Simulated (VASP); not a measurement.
Crystal: Co.

```
CELL_PARAMETERS angstrom
2.49352 0.00000 0.00000
-1.24676 2.15945 0.00000
0.00000 0.00000 4.02778
ATOMIC_POSITIONS crystal
Co 0.33333 0.66667 0.25000
Co 0.66667 0.33333 0.75000
```

Base run:

```yaml
Program: VASP 6.6.1
Functional: PBE
Potentials_or_basis: VASP PAW PBE potentials, release 64 (Co)
Cutoff: 520 eV
k_mesh: 14 × 14 × 8
Occupations: methfessel-paxton, width 0.6 eV
Spin: collinear spin, ferromagnetic start
Starting_moments: "[1.69, 1.69] μB"
```

Its results: pressure -0.1 GPa; net moment 3.32 μB per cell; site moments Co +1.68 μB.

Q: The run is repeated on the same cell with these changes: occupations from methfessel-paxton, width 0.6 eV to methfessel-paxton, width 0.03 eV. What comes out?

A: Pressure -1.0 GPa; net moment 3.15 μB per cell; site moments Co +1.59 μB.
